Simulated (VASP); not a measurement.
Runs of VASP 6.6.1 on Pd. The structure is that of space group Pm-3m (No. 221), or close to it. The cells are those of the table. 

```tsv
task	cell	k mesh	gap on the mesh (eV)	pressure (GPa)
relaxation of cell and atoms	relaxed from a = 2.530 Å, 1 atom	9 × 9 × 9	none	0.0
single point	a = 2.602 Å, 1 atom	9 × 9 × 9	none	(a)
single point	a = 2.628 Å, 1 atom	8 × 8 × 8	none	-2.0
single point	a = 2.615 Å, 1 atom	9 × 9 × 9	none	-0.2
```

Alike in all rows: level PBE; potentials or basis VASP PAW PBE potentials, release 64 (Pd); no spin polarisation; cutoff (eV) 500; smearing fermi-dirac 0.05 eV.

Question: Estimate the missing entries.

Answer: (a) 1.6.

A k mesh can miss the band edges, and the runs leave out spin-orbit coupling on Pd.

A gap of «none» marks levels without a gap at the run's occupations.
